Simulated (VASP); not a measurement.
Write the native input for VASP 6.6.1 that does the following.

| Property | Result |
| --- | --- |
| Task | relaxation of cell and atoms |
| Functional | PBEsol |
| Potentials or basis | VASP PAW PBE potentials, release 64 (Pt) |
| Cutoff | 600 eV |
| k mesh | 12 × 12 × 12 |
| Occupations | fermi-dirac, width 0.05 eV |
| Spin | no spin polarisation |
| Target pressure | 10 GPa |
| Dipole correction | no |
| Further INCAR settings | ALGO = Normal; EDIFF = 1e-06; IBRION = 2; EDIFFG = -0.02; NSW = 80; ISIF = 3 |

The structure of Pt lies in POSCAR:

```
Pt
1.0
    0.0000000000      1.9609000000      1.9609000000
    1.9609000000      0.0000000000      1.9609000000
    1.9609000000      1.9609000000      0.0000000000
Pt
1
Direct
    0.0000000000      0.0000000000      0.0000000000
```

These files were run (other wordings do the same):

INCAR

```
  PREC = Accurate
  ENCUT = 600
  EDIFF = 1E-6
  ISMEAR = -1
  SIGMA = 0.05
  LREAL = False
  LASPH = True
  NELM = 80
  ALGO = Normal
  ISIF = 3
  LWAVE = False
  LCHARG = False
  GGA = PS
  IBRION = 2
  NSW = 80
  EDIFFG = -0.02
  PSTRESS = 100.0
```

KPOINTS

```
Automatic mesh
0
Gamma
  12 12 12
```

Potentials or basis: VASP PAW PBE potentials, release 64 (Pt).

Command:

```console
$ cat potpaw_PBE.64/Pt/POTCAR > POTCAR
$ mpirun -np 1 vasp_std > vasp.out
```

Results of the run:

| Item | Value |
| --- | --- |
| Relaxed volume | 14.56 Å³/atom |
| Relaxed cell | a = 2.741 Å, b = 2.741 Å, c = 2.741 Å, α = 60.00°, β = 60.00°, γ = 60.00° |
| Space group after relaxing (to 0.05 Å) | Fm-3m (No. 225) |
| Energy change on relaxing (the enthalpy is what falls) | +13.8 meV/atom |
| Ionic steps | 4 |
| Pressure after relaxing | 9.9 GPa |
| Band gap on the k mesh | zero (band 5 reaches 12.33 eV, above the bottom of band 6 at 9.95 eV) |

Caveat: the cell is relaxed towards a set pressure, so the enthalpy falls and the energy may rise; the PAW data sets were made with another functional, which shifts forces and pressure a little; spin-orbit coupling is left out, which moves the levels of the heavy elements.

Run time: 15 s on 1 thread of Intel(R) Xeon(R) Platinum 8488C (Sapphire Rapids), on a shared host, peak memory 0.16 GiB.
